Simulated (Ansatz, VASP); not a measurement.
## One calculation of Ge, two programs

Contents of INCAR:

```
PREC     = Accurate       # precision mode
ENCUT    = 520            # plane-wave cutoff, eV
EDIFF    = 1E-7           # SCF threshold, eV
ISMEAR   = -1             # smearing method
SIGMA    = 0.05           # smearing width, eV
LREAL    = F              # projectors in reciprocal space
LASPH    = T              # aspherical terms in the spheres
NELM     = 60             # most SCF steps
ALGO     = Normal         # electronic algorithm
ISIF     = 2              # what is computed and relaxed
LWAVE    = F              # write WAVECAR
LCHARG   = T              # write CHGCAR
LELF     = T              # ELF
LVHAR    = T            
NBANDS   = 21             # bands
```

KPOINTS

```
Automatic mesh
0
Gamma
  3 3 3
```

File POSCAR:

```
Ge
1.0
    0.0000000000      2.8147752533      2.8147752533
    2.8147752533      0.0000000000      2.8147752533
    2.8147752533      2.8147752533      0.0000000000
Ge
2
Direct
    0.5000000000      0.5000000000      0.5000000000
    0.7500000000      0.7500000000      0.7500000000
```

Input for Ansatz:

```yaml
crystal:
  lattice:
    - [0.0, 2.8147752533, 2.8147752533]
    - [2.8147752533, 0.0, 2.8147752533]
    - [2.8147752533, 2.8147752533, 0.0]
  atoms:
    - { symbol: Ge, position: [0.5, 0.5, 0.5] }
    - { symbol: Ge, position: [0.75, 0.75, 0.75] }
hamiltonian:
  xc: lda
  pseudopotentials:
    kind: paw
    azcp:
      Ge: "pseudopotentials/Ge.paw.azcp"
basis:
  ecutwfc: 420
  fft_grid_basis: typed
kpoints:
  mp_grid: { grid: [3, 3, 3], shift: [0, 0, 0] }
magnetization:
  spin_polarized: false
scf:
  occupations: { method: fermi_dirac, width: 0.05 }
  lower_state_search: "off"
output:
  stress: true
```

Alike in both runs: task single point; functional LDA; k mesh 3 × 3 × 3; occupations fermi-dirac, width 0.05 eV; no spin polarisation.

|  | VASP | Ansatz |
| --- | --- | --- |
| version | VASP 6.6.1 | Ansatz 0.2.0 |
| potentials or method | VASP PAW LDA potentials, release 64 (Ge_d), cutoff 520 eV | plane waves (420 eV) with PAW, scalar-relativistic |
| valence electrons in the cell | 28 | 28 |

VASP gave:

| Quantity | Value |
| --- | --- |
| pressure (GPa) | 2.4 |

Task: Which values does Ansatz return?

Result: Pressure (GPa): 2.5.

Ansatz warns that its potentials were made for another functional, while VASP's fit it. LDA's correlation is that of Perdew and Zunger in VASP and of Perdew and Wang (1992) in Ansatz.

The k mesh is coarse, so the values compare programs but aren't converged.
